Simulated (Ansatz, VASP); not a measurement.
## Zn24O23 in VASP and in Ansatz

```
Zn O
1.0
    -3.27939   -5.68007    5.29323
     6.55878    0.00000    5.29323
    -3.27939    5.68007    5.29323
Zn O
24 23
Cartesian
  0.0000 -1.8934 7.8845
  -1.6438 0.9566 7.9471
  1.6600 -4.7391 7.9355
  3.2901 -1.8948 7.9471
  -3.2945 -1.9081 7.9355
  1.6331 0.9381 2.6538
  1.6345 0.9671 7.9355
  -4.9188 0.9510 7.9548
  -0.0039 3.7849 7.9548
  -1.6362 0.9443 2.6615
  3.2794 3.7867 7.9478
  0.0000 -1.8934 2.6562
  -1.6390 -0.9456 5.3040
  -3.2830 1.8988 5.3019
  -0.0013 -3.7866 5.3040
  1.6403 -0.9478 5.3040
  1.6824 -0.9160 10.6009
  -3.2731 -3.7958 5.3057
  -0.0110 1.8925 5.3057
  0.0047 1.9033 10.5990
  -1.6426 4.7276 5.3019
  3.2846 1.8410 5.3077
  -1.6877 -0.9250 10.6009
  4.9256 -0.9463 5.3019
  -1.6270 0.9274 9.9528
  1.6305 -4.7139 9.9340
  3.2564 -1.8948 9.9528
  -3.2579 -1.8952 9.9340
  1.6500 0.9673 4.6596
  1.6274 0.9290 9.9340
  -4.9128 0.9426 9.9512
  0.0004 3.7942 9.9512
  -1.6464 0.9433 4.6580
  3.2794 3.7867 9.9339
  0.0000 -1.8934 4.6643
  -1.6343 -0.9573 7.3305
  -3.2824 1.8908 7.2987
  0.0065 -3.7768 7.3305
  1.6278 -0.9460 7.3305
  1.6281 -0.9491 12.5632
  -3.2785 -3.7919 7.3010
  -0.0049 1.8952 7.3010
  0.0040 1.8967 12.5942
  -1.6360 4.7321 7.2987
  3.2831 1.9046 7.2700
  -1.6318 -0.9555 12.5632
  4.9184 -0.9428 7.2987
```

Change from the starting cell: O vacancy (site b), charge +0, atoms relaxed at the host's cell.

Alike in both runs: functional PBE; k mesh 1 × 1 × 1; occupations gaussian, width 0.01 eV; no spin polarisation.

Ansatz relaxed the structure, and its values are those at the end. VASP's run is a single point on that final structure, the one shown.

```csv
,VASP,Ansatz
version,VASP 6.6.1,Ansatz 0.2.0
potentials or method,"VASP PAW PBE potentials, release 64 (Zn, O), cutoff 520 eV","scalar-relativistic, plane waves, PAW"
valence electrons in the cell,426,426
```

```tsv
	VASP	Ansatz	Ansatz less VASP
gap on the k mesh at the Fermi level (eV)	2.01	2.01	-0.001
least direct gap on the mesh (eV)	2.01	2.01	-0.001
rms of the force components (eV/Å)	0.011	0.002	-0.0090
```

The functional is the same, so the differences come from potentials, cutoffs and numerics.
